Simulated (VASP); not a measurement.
Write the native input for VASP 6.6.1 that does the following.

- Task: single point
- Functional: LDA
- Potentials or basis: VASP PAW LDA potentials, release 64 (Co, O)
- Cutoff: 600 eV
- k mesh: 13 × 13 × 13
- Occupations: methfessel-paxton, width 0.15 eV
- Spin: collinear spin, ferromagnetic start
- Starting moments: [2.5, 0.0] μB
- Hubbard terms: Co d U = 8.0 eV
- Dipole correction: no
- Further INCAR settings: ALGO = Normal; EDIFF = 1e-06; NBANDS = 18

The structure of CoO lies in POSCAR:

```
CoO
1.0
   -1.5080000000      1.5080000000      2.1072475000
    1.5080000000     -1.5080000000      2.1072475000
    1.5080000000      1.5080000000     -2.1072475000
Co O
1 1
Direct
    0.0000000000      0.0000000000      0.0000000000
    0.5000000000      0.5000000000      0.0000000000
```

The input as run:

INCAR

```
SYSTEM = CoO
PREC     = Accurate       ! precision mode
ENCUT    = 600            ! plane-wave cutoff, eV
EDIFF    = 1E-6           ! SCF threshold, eV
ISMEAR   = 1              ! smearing method
SIGMA    = 0.15           ! smearing width, eV
LREAL    = .FALSE.        ! projectors in reciprocal space
LASPH    = .TRUE.         ! aspherical terms in the spheres
NELM     = 200            ! most SCF steps
ALGO     = Normal         ! electronic algorithm
ISIF     = 2              ! what is computed and relaxed
LWAVE    = .FALSE.        ! write WAVECAR
LCHARG   = .TRUE.         ! write CHGCAR
ISPIN    = 2              ! spin polarisation
MAGMOM   = 2.5 0          ! initial moments
LORBIT   = 11             ! projections on sites
LMAXMIX  = 4              ! l up to which the mixer works
LDAU     = .TRUE.         ! DFT+U
LDAUTYPE = 2            
LDAUL    = 2 -1           ! shell
LDAUU    = 8 0            ! U, eV
LDAUJ    = 0 0          
LDAUPRINT= 1            
GGA      = CA             ! functional
LELF     = .TRUE.         ! ELF
LVHAR    = .TRUE.       
NBANDS   = 18             ! bands
GGA_COMPAT= .FALSE.
```

KPOINTS

```
Automatic mesh
0
G
  13 13 13
  0 0 0
```

Potentials or basis: VASP PAW LDA potentials, release 64 (Co, O).

Launch:

```sh
$ cat potpaw_LDA.64/Co/POTCAR potpaw_LDA.64/O/POTCAR > POTCAR
$ mpirun -np 1 vasp_std > vasp.out
```

It gave:

The pressure is -19.8 GPa. The band gap on the k mesh is zero (filled and empty bands overlap). The net moment is 3.00 μB per cell. The site moments are Co +2.87; O +0.16 μB and the valence electrons inside the program's atomic spheres are Co 7.88; O 4.98.

Caveat: the stress differs along the axes, from -24 to -18 GPa; a cell with one magnetic atom can't hold antiferromagnetic order, which such compounds often take.

Wall time 55 s on 1 thread of Intel(R) Xeon(R) 6975P-C (Granite Rapids), with other jobs on the host, peak memory 0.23 GiB.
